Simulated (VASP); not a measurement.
Write the native input for VASP 6.6.1 that does the following.

- Task: single point
- Functional: PBE
- Potentials or basis: VASP PAW PBE potentials, release 64 (Pd)
- Cutoff: 520 eV
- k mesh: 15 × 15 × 1
- Occupations: gaussian, width 0.1 eV
- Spin: no spin polarisation
- Dipole correction: yes
- Further INCAR settings: ALGO = Fast; EDIFF = 1e-06; NBANDS = 33

The structure of Pd lies in POSCAR:

```
Pd
1.0
    2.7875915301      0.0000000000      0.0000000000
   -1.3937957650      2.4141250804      0.0000000000
    0.0000000000      0.0000000000     24.1042358134
Pd
5
Direct
    0.6666666667      0.3333333333      0.3111486321
    0.3333333333      0.6666666667      0.4055743160
    0.0000000000      0.0000000000      0.5000000000
    0.6666666667      0.3333333333      0.5944256840
    0.3333333333      0.6666666667      0.6888513679
```

The input as run:

INCAR

```
ALGO = Fast
DIPOL = 0.5 0.5 0.500
EDIFF = 1E-6
ENCUT = 520
GGA = PE
IDIPOL = 3
ISIF = 2
ISMEAR = 0
LASPH = True
LCHARG = False
LDIPOL = True
LREAL = False
LWAVE = False
NBANDS = 33
NELM = 100
PREC = Accurate
SIGMA = 0.1
```

KPOINTS

```
k-points
0
Gamma
  15 15 1
```

Potentials or basis: VASP PAW PBE potentials, release 64 (Pd).

Launch:

```console
$ cat potpaw_PBE.64/Pd/POTCAR > POTCAR
$ mpirun -np 1 vasp_std > vasp.out
```

Results of the run:

| Property | Result |
| --- | --- |
| Largest force | 0.065 eV/Å |
| Band gap on the k mesh | zero (band 25 reaches 1.86 eV, above the bottom of band 26 at 1.02 eV) |

Run time: 120 s on 1 thread of Intel(R) Xeon(R) 6975P-C (Granite Rapids) (shared host), peak memory 0.36 GiB.
